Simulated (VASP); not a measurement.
MgS (Niningerite), 2 atoms in the cell. The structure is cubic, space group Fm-3m (No. 225). Conventional cell: a = 5.203 Å, b = 5.203 Å, c = 5.203 Å, α = 90.00°, β = 90.00°, γ = 90.00°. Mg (site symmetry m-3m) has 6 S at 2.60 Å within 3.4 Å. Within 3.4 Å of S (site symmetry m-3m) lie 6 Mg at 2.60 Å. 

```yaml
Program: VASP 6.6.1
Task: relaxation of cell and atoms
Functional: LDA
Potentials_or_basis: VASP PAW LDA potentials, release 64 (Mg, S)
Cutoff: 600 eV
k_mesh: 7 × 7 × 7
Occupations: gaussian, width 0.01 eV
Spin: no spin polarisation
Dipole_correction: no
Further_INCAR_settings: ALGO = Normal; EDIFF = 1e-07; IBRION = 2; EDIFFG = -0.02; NSW = 80; ISIF = 3
```

Potentials or basis: VASP PAW LDA potentials, release 64 (Mg, S).

The run is started by

```sh
$ cat potpaw_LDA.64/Mg/POTCAR potpaw_LDA.64/S/POTCAR > POTCAR
$ mpirun -np 1 vasp_std > vasp.out
```

Hardware: 1 thread of AMD EPYC 7R13, on a shared host.

Q: Estimate the wall time of this run.

A: It took 29 s on 1 thread of AMD EPYC 7R13, with other jobs on the host, peak memory 0.13 GiB. Counts: scf iterations 27, k points 20, ion steps 3.
